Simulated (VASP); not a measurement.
# Ca2Pd (fluorite type) (Fm-3m) in VASP: further runs

Ca2Pd (fluorite type) is run at these levels: PBEsol; tasks: electric field gradients, density of states.

Program: VASP 6.6.1. These are calculated values, not measurements. Logs are shortened: lines on timing, memory, paths and dates and some standing lists are left out, and cuts for length are marked.

### 1 The cell of the first run

The structure is cubic, space group Fm-3m (No. 225). Conventional cell: a = 6.956 Å, b = 6.956 Å, c = 6.956 Å, α = 90.00°, β = 90.00°, γ = 90.00°. Pd (site symmetry m-3m) has 8 Ca at 3.01 Å within 4.0 Å. Ca (site symmetry -43m) has 4 Pd at 3.01 Å and 6 Ca at 3.48 Å within 4.0 Å.

### 2 Electric field gradients, PBEsol

INCAR

```
PREC = Accurate
ENCUT = 400
EDIFF = 1E-8
ISMEAR = -1
SIGMA = 0.05
LREAL = F
LASPH = T
NELM = 120
ALGO = Normal
ISIF = 2
LWAVE = F
LCHARG = F
GGA = PS
LEFG = T
NBANDS = 22
GGA_COMPAT = F
```

KPOINTS

```
regular mesh
0
Gamma
  9 9 9
```

POSCAR

```
Ca2Pd
1.0
    0.0000000000      3.4778149140      3.4778149140
    3.4778149140      0.0000000000      3.4778149140
    3.4778149140      3.4778149140      0.0000000000
Pd Ca
1 2
Direct
    0.0000000000      0.0000000000      0.0000000000
    0.2500000000      0.2500000000      0.2500000000
    0.7500000000      0.7500000000      0.7500000000
```

Potentials or basis: VASP PAW PBE potentials, release 64 (Pd, Ca_sv).

Command:

```bash
$ cat potpaw_PBE.64/Pd/POTCAR potpaw_PBE.64/Ca_sv/POTCAR > POTCAR
$ mpirun -np 1 vasp_std > vasp.out
```

OUTCAR:

```text
PREC = Accurate
   ENCUT = 400
   EDIFF = 1E-8
   ISMEAR = -1
   LREAL = F
   LASPH = T
   NELM = 120
   ISIF = 2
   GGA = PS

 ion  position               nearest neighbor table
   1  0.000  0.000  0.000-   3 3.01   3 3.01   3 3.01   2 3.01   3 3.01   2 3.01   2 3.01   2 3.01

   2  0.250  0.250  0.250-   1 3.01   1 3.01   1 3.01   1 3.01
   3  0.750  0.750  0.750-   1 3.01   1 3.01   1 3.01   1 3.01

  LATTYP: Found a face centered cubic cell.
 ALAT       =     6.9556298280

  Lattice vectors:

 A1 = (   0.0000000000,   3.4778149140,   3.4778149140)
 A2 = (   3.4778149140,   0.0000000000,   3.4778149140)
 A3 = (   3.4778149140,   3.4778149140,   0.0000000000)

Analysis of symmetry for initial positions (statically):
=====================================================================
 Subroutine PRICEL returns:
 Original cell was already a primitive cell.

 Routine SETGRP: Setting up the symmetry group for a
 face centered cubic supercell.

 Subroutine GETGRP returns: Found 48 space group operations
 (whereof 48 operations were pure point group operations)
 out of a pool of 48 trial point group operations.

The static configuration has the point symmetry O_h .

Analysis of symmetry for dynamics (positions and initial velocities):
=====================================================================
 Subroutine PRICEL returns:
 Original cell was already a primitive cell.

 Routine SETGRP: Setting up the symmetry group for a
 face centered cubic supercell.

 Subroutine GETGRP returns: Found 48 space group operations
 (whereof 48 operations were pure point group operations)
 out of a pool of 48 trial point group operations.

The dynamic configuration has the point symmetry O_h .

 Subroutine INISYM returns: Found 48 space group operations
 (whereof 48 operations are pure point group operations),
 and found     1 'primitive' translations

----------------------------------------------------------------------------------------

                                     Primitive cell

  volume of cell :      84.1297

  direct lattice vectors                    reciprocal lattice vectors
[... 120 lines left out ...]
 non-spin polarized calculation
  energy-cutoff  :      400.00
  volume of cell :       84.13
 maximum number of plane-waves:      1544
   NGX = 17   NGY = 17   NGZ = 17

 number of electron      29.9999985 magnetization

 Free energy of the ion-electron system (eV)
  ---------------------------------------------------
  ext. energy  EPLUGINS =         0.00000000
  ---------------------------------------------------
  free energy    TOTEN  =       -11.58367335 eV

  energy without entropy =      -11.57367825  energy(sigma->0) =      -11.57867580

 E-fermi :   3.6992     XC(G=0):  -9.2587

 val. band max:        3.6760234090   @ k =   0.2222   0.1111   0.0000
 cond. band min:       3.7128171081   @ k =  -0.3333   0.4444   0.2222
 fundamental gap:      0.0367936991
 Fermi energy:         3.6992075617

 k-point     1 :       0.0000    0.0000    0.0000
  band No.  band energies     occupation
      1     -37.3686      2.00000
      2     -37.3032      2.00000
      3     -18.5480      2.00000
      4     -18.5480      2.00000
      5     -18.5480      2.00000
      6     -18.3545      2.00000
[... 589 lines left out ...]
     21       7.1033      0.00000
     22       7.1033      0.00000

 [... further k-points ...]
[... 5 lines left out ...]
  --------------------------------------------------------------------------------------
  -------------------------------------------------------------------------------------
  Total       -0.0070330     -0.0070330     -0.0070330     -0.0000000      0.0000000     -0.0000000
  in kB       -0.1339382     -0.1339382     -0.1339382     -0.0000000      0.0000000     -0.0000000
  external PRESSURE =      -0.1339382 kB  Pullay stress =       0.0000000 kB

 VOLUME and BASIS-vectors are now :
 -----------------------------------------------------------------------------
  energy-cutoff  :      400.00
  volume of cell :       84.13
      direct lattice vectors                 reciprocal lattice vectors
     0.000000000  3.477814914  3.477814914    -0.143768433  0.143768433  0.143768433
     3.477814914  0.000000000  3.477814914     0.143768433 -0.143768433  0.143768433
     3.477814914  3.477814914  0.000000000     0.143768433  0.143768433 -0.143768433

 POSITION                                       TOTAL-FORCE (eV/Angst)
 -----------------------------------------------------------------------------------
      0.00000      0.00000      0.00000        -0.000000      0.000000      0.000000
      1.73891      1.73891      1.73891        -0.000000      0.000000     -0.000000
      5.21672      5.21672      5.21672         0.000000     -0.000000      0.000000
 -----------------------------------------------------------------------------------
    total drift:                                0.000000     -0.000000      0.000000

  FREE ENERGIE OF THE ION-ELECTRON SYSTEM (eV)
  ---------------------------------------------------
  free  energy   TOTEN  =       -11.5836733532 eV

  energy  without entropy=      -11.5736782550  energy(sigma->0) =      -11.57867580

 Electric field gradients (V/A^2)
---------------------------------------------------------------------
 ion       V_xx      V_yy      V_zz      V_xy      V_xz      V_yz
---------------------------------------------------------------------
   1      -0.000    -0.000    -0.000     0.002     0.002     0.002
   2       0.000     0.000    -0.000     0.001     0.001     0.001
   3       0.000     0.000    -0.000     0.001     0.001     0.001
---------------------------------------------------------------------

 Electric field gradients after diagonalization (V/A^2)
 (convention: |V_zz| > |V_xx| > |V_yy|)
----------------------------------------------------------------------
 ion       V_xx      V_yy      V_zz     asymmetry (V_yy - V_xx)/ V_zz
----------------------------------------------------------------------
   1      -0.002    -0.002     0.003       0.000
   2      -0.001    -0.001     0.002       0.000
   3      -0.001    -0.001     0.002       0.000
----------------------------------------------------------------------

           NMR quadrupolar parameters

 Cq : quadrupolar parameter    Cq=e*Q*V_zz/h
 eta: asymmetry parameters     (V_yy - V_xx)/ V_zz
 Q  : nuclear electric quadrupole moment in mb (millibarn)
----------------------------------------------------------------------
 ion       Cq(MHz)       eta       Q (mb)
----------------------------------------------------------------------
   1       0.000       0.000       1.000
   2       0.000       0.000       1.000
   3       0.000       0.000       1.000
----------------------------------------------------------------------
```

stdout:

```text
POSCAR found type information on POSCAR PdCa
 POSCAR found :  2 types and       3 ions
 scaLAPACK will be used
 -----------------------------------------------------------------------------
|                                                                             |
|                                                                             |
|     You enforced a specific xc type in the INCAR file but a different       |
|     I HOPE YOU KNOW WHAT YOU ARE DOING!                                     |
|                                                                             |
 -----------------------------------------------------------------------------

 LDA part: xc-table for (Slater+PW92), standard interpolation
 POSCAR, INCAR and KPOINTS ok, starting setup
 FFT: planning ... GRIDC
 FFT: planning ... GRID_SOFT
 FFT: planning ... GRID
 WAVECAR not read
 entering main loop
ion   1

ion   2

ion   3
```

Run time: 32 s. Hardware: 1 thread of Intel Xeon Platinum 8259CL at 2.50GHz (Skylake/Cascade Lake), shared host; peak memory 0.19 GiB.

What came out:

```yaml
Free_energy: -11.5837 eV
Pressure: 0.0 GPa
Band_gap_on_the_k_mesh: zero (band 15 reaches 4.21 eV, above the bottom of band 16 at 3.37 eV)
```

Caveat: without QUAD_EFG the Cq values of the log hold for a quadrupole moment of 1 mb, not for the nuclei; the PAW data sets were made with another functional, which shifts forces and pressure a little.

### 3 Density of states, PBEsol

POSCAR is that of step 2.

INCAR.step1

```
SYSTEM = Ca2Pd
PREC = Accurate
ENCUT = 400
EDIFF = 1E-6
ISMEAR = -1
SIGMA = 0.05
LREAL = .False.
LASPH = .True.
NELM = 120
ALGO = Normal
ISIF = 2
LWAVE = .False.
LCHARG = .True.
LMAXMIX = 4
GGA = PS
NBANDS = 22
GGA_COMPAT = .False.
NEDOS = 2001
LORBIT = 11
```

KPOINTS.step1

```
regular mesh
0
Gamma
  9 9 9
  0 0 0
```

INCAR.step2

```
SYSTEM = Ca2Pd
PREC = Accurate
ENCUT = 400
EDIFF = 1E-6
ISMEAR = -5
SIGMA = 0.05
LREAL = .False.
LASPH = .True.
NELM = 120
ALGO = Normal
ISIF = 2
LWAVE = .False.
LCHARG = .False.
LMAXMIX = 4
GGA = PS
LORBIT = 10
NBANDS = 22
NEDOS = 2001
ICHARG = 11
GGA_COMPAT = .False.
```

KPOINTS.step2

```
regular mesh
0
Gamma
  14 14 14
  0 0 0
```

Potentials or basis: VASP PAW PBE potentials, release 64 (Pd, Ca_sv).

Command:

```bash
$ cat potpaw_PBE.64/Pd/POTCAR potpaw_PBE.64/Ca_sv/POTCAR > POTCAR
$ cp INCAR.step1 INCAR
$ cp KPOINTS.step1 KPOINTS
$ mpirun -np 1 vasp_std > vasp.out
$ cp INCAR.step2 INCAR
$ cp KPOINTS.step2 KPOINTS
$ mpirun -np 1 vasp_std > vasp.out
```

OUTCAR:

```text
SYSTEM = Ca2Pd
   PREC = Accurate
   ENCUT = 400
   EDIFF = 1E-6
   ISMEAR = -5
   LREAL = .False.
   LASPH = .True.
   NELM = 120
   ISIF = 2
   GGA = PS
   LORBIT = 10
   ICHARG = 11

 ion  position               nearest neighbor table
   1  0.000  0.000  0.000-   3 3.01   3 3.01   3 3.01   2 3.01   3 3.01   2 3.01   2 3.01   2 3.01

   2  0.250  0.250  0.250-   1 3.01   1 3.01   1 3.01   1 3.01
   3  0.750  0.750  0.750-   1 3.01   1 3.01   1 3.01   1 3.01

  LATTYP: Found a face centered cubic cell.
 ALAT       =     6.9556298280

[... 798 lines left out ...]
  Total       -0.0242476     -0.0242476     -0.0242476      0.0000000     -0.0000000     -0.0000000
  in kB       -0.4617742     -0.4617742     -0.4617742      0.0000000     -0.0000000     -0.0000000
  external PRESSURE =      -0.4617742 kB  Pullay stress =       0.0000000 kB

 VOLUME and BASIS-vectors are now :
 -----------------------------------------------------------------------------
  energy-cutoff  :      400.00
  volume of cell :       84.13
      direct lattice vectors                 reciprocal lattice vectors
     0.000000000  3.477814914  3.477814914    -0.143768433  0.143768433  0.143768433
     3.477814914  0.000000000  3.477814914     0.143768433 -0.143768433  0.143768433
     3.477814914  3.477814914  0.000000000     0.143768433  0.143768433 -0.143768433

 POSITION                                       TOTAL-FORCE (eV/Angst)
 -----------------------------------------------------------------------------------
      0.00000      0.00000      0.00000        -0.000000     -0.000000     -0.000000
      1.73891      1.73891      1.73891         0.000000     -0.000000     -0.000000
      5.21672      5.21672      5.21672         0.000000      0.000000      0.000000
 -----------------------------------------------------------------------------------
    total drift:                                0.000000     -0.000000      0.000000

  FREE ENERGIE OF THE ION-ELECTRON SYSTEM (eV)
  ---------------------------------------------------
  free  energy   TOTEN  =       -11.5813660921 eV

  energy  without entropy=      -11.5813660921  energy(sigma->0) =      -11.58136609

 total charge

# of ion       s       p       d       tot
------------------------------------------
    1        0.660   0.211   8.575   9.446
    2        2.084   5.835   0.239   8.158
    3        2.084   5.835   0.239   8.158
--------------------------------------------------
tot          4.828  11.880   9.054  25.761
```

OUTCAR.step1:

```text
SYSTEM = Ca2Pd
   PREC = Accurate
   ENCUT = 400
   EDIFF = 1E-6
   ISMEAR = -1
   LREAL = .False.
[... 830 lines left out ...]
    total drift:                                0.000000     -0.000000      0.000000

  FREE ENERGIE OF THE ION-ELECTRON SYSTEM (eV)
  ---------------------------------------------------
  free  energy   TOTEN  =       -11.5836733047 eV

  energy  without entropy=      -11.5736779581  energy(sigma->0) =      -11.57867563

 total charge

# of ion       s       p       d       tot
------------------------------------------
    1        0.660   0.211   8.575   9.446
    2        2.084   5.835   0.239   8.158
    3        2.084   5.835   0.239   8.158
--------------------------------------------------
tot          4.828  11.880   9.054  25.762
```

OSZICAR.step1:

```text
N       E                     dE             d eps       ncg     rms          rms(c)
DAV:   1     0.222116308364E+03    0.22212E+03   -0.12886E+04  1564   0.105E+03
DAV:   2     0.154386521745E+01   -0.22057E+03   -0.21210E+03  1698   0.322E+02
DAV:   3    -0.113166222027E+02   -0.12860E+02   -0.12692E+02  2942   0.604E+01
DAV:   4    -0.118039831254E+02   -0.48736E+00   -0.48664E+00  2060   0.112E+01
DAV:   5    -0.118289371444E+02   -0.24954E-01   -0.24952E-01  2450   0.172E+00    0.512E+00
DAV:   6    -0.116768432625E+02    0.15209E+00   -0.64122E-01  1858   0.470E+00    0.247E+00
DAV:   7    -0.116129204779E+02    0.63923E-01   -0.25147E-01  2056   0.257E+00    0.179E+00
DAV:   8    -0.115830916430E+02    0.29829E-01   -0.10168E-01  1780   0.223E+00    0.210E-01
DAV:   9    -0.115835907657E+02   -0.49912E-03   -0.41242E-03  2386   0.282E-01    0.938E-02
DAV:  10    -0.115836647274E+02   -0.73962E-04   -0.58066E-04  2184   0.116E-01    0.339E-02
DAV:  11    -0.115836738213E+02   -0.90939E-05   -0.11196E-04  2014   0.653E-02    0.526E-03
DAV:  12    -0.115836733047E+02    0.51655E-06   -0.54614E-06  1662   0.125E-02
   1 F= -.11583673E+02 E0= -.11578676E+02  d E =-.999535E-02
```

It took 69 s on 1 thread of Intel Xeon Platinum 8259CL at 2.50GHz (Skylake/Cascade Lake), shared host; peak memory 0.25 GiB.

What came out:

| Item | Value |
| --- | --- |
| Valence electrons inside the program's atomic spheres | Pd 9.45; Ca 8.16 |

Levels at points of the mesh, in eV from the Fermi level:
```tsv
k point	band 13	band 14	band 15	band 16	band 17	band 18
(0.00, 0.00, 0.00)	-2.83	-2.83	0.52	0.52	0.52	2.07
(0.50, 0.00, 0.00)	-2.78	-2.47	-1.64	1.30	1.30	2.67
(0.50, 0.50, 0.00)	-2.60	-2.02	-1.47	0.92	1.77	1.77
```

Caveat: the PAW data sets were made with another functional, which shifts forces and pressure a little; tetrahedron occupations give inexact forces and stress in metals.
